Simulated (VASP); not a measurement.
Here is a VASP 6.6.1 calculation.

Contents of INCAR:

```
SYSTEM = SiC
  PREC = Accurate
  ENCUT = 520
  EDIFF = 1E-7
  ISMEAR = 0
  SIGMA = 0.05
  LREAL = .False.
  LASPH = .True.
  NELM = 100
  ALGO = Normal
  ISIF = 2
  LWAVE = .False.
  LCHARG = .False.
  GGA = PS
  NBANDS = 11
```

Contents of KPOINTS:

```
regular mesh
0
Gamma
  10 10 10
  0 0 0
```

File POSCAR:

```
SiC
1.0
    0.0000000000      2.1783945700      2.1783945700
    2.1783945700      0.0000000000      2.1783945700
    2.1783945700      2.1783945700      0.0000000000
Si C
1 1
Direct
    0.0000000000      0.0000000000      0.0000000000
    0.7500000000      0.7500000000      0.7500000000
```

Potentials or basis: VASP PAW PBE potentials, release 64 (Si, C).

Command:

```sh
$ cat potpaw_PBE.64/Si/POTCAR potpaw_PBE.64/C/POTCAR > POTCAR
$ mpirun -np 1 vasp_std > vasp.out
```

(1) Predict the pressure.

(2) Estimate the band gap on the k mesh.

Results:

(1) 0.4 GPa.

(2) 1.23 eV, indirect (least direct gap 4.44 eV).

Caveat: the PAW data sets were made with another functional, which shifts forces and pressure a little.

**Measured values to compare with.**

From “Insight into the structural, elastic and electronic properties of a new orthorhombic 6O-SiC polytype”, 2020, pmc:7200658, for a bulk crystal of SiC: band gap 2.4 eV (indirect).

A measured gap of SiC is 2.4 eV (indirect; quoted in “Insight into the structural, elastic and electronic properties of a new orthorhombic 6O-SiC polytype”, 2020, pmc:7200658); the calculated 1.23 eV misses it by -1.17 eV. The value is that of PBEsol on a finite k mesh, which can miss the band edges, without temperature or zero-point motion. Semilocal functionals fall short of measured gaps as a rule.
